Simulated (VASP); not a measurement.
Write the native input for VASP 6.6.1 that does the following.

```
Task                   : single point
Functional             : PBE
Potentials or basis    : VASP PAW PBE potentials, release 64 (Ga_d)
Cutoff                 : 500 eV
k mesh                 : 13 × 13 × 8
Occupations            : fermi-dirac, width 0.1 eV
Spin                   : no spin polarisation
Dipole correction      : no
Further INCAR settings : ALGO = Normal; EDIFF = 1e-06; NBANDS = 20
```

The structure of Ga lies in POSCAR:

```
Ga
1.0
    2.9507286791      0.0000000000      0.0000000000
   -1.4753643396      2.5554059957      0.0000000000
    0.0000000000      0.0000000000      4.6575374081
Ga
2
Direct
    0.3333333333      0.6666666667      0.2500000000
    0.6666666667      0.3333333333      0.7500000000
```

This cell differs from its parent crystal: volume scaled by 0.92.

One way to write it, as run:

INCAR

```
SYSTEM = Ga
PREC = Accurate
ENCUT = 500
EDIFF = 1E-6
ISMEAR = -1
SIGMA = 0.1
LREAL = .False.
LASPH = .True.
NELM = 120
ALGO = Normal
ISIF = 2
LWAVE = .False.
LCHARG = .False.
GGA = PE
NBANDS = 20
GGA_COMPAT = .False.
```

KPOINTS

```
regular mesh
0
Gamma
  13 13 8
  0 0 0
```

Potentials or basis: VASP PAW PBE potentials, release 64 (Ga_d).

The run is started by

```bash
$ cat potpaw_PBE.64/Ga_d/POTCAR > POTCAR
$ mpirun -np 1 vasp_std > vasp.out
```

Results of the run:

- Pressure: 5.0 GPa
- Band gap on the k mesh: zero (band 13 reaches 11.28 eV, above the bottom of band 14 at 2.99 eV)

Wall time 19 s on 1 thread of Intel(R) Xeon(R) 6975P-C (Granite Rapids), with other jobs on the host, peak memory 0.18 GiB.
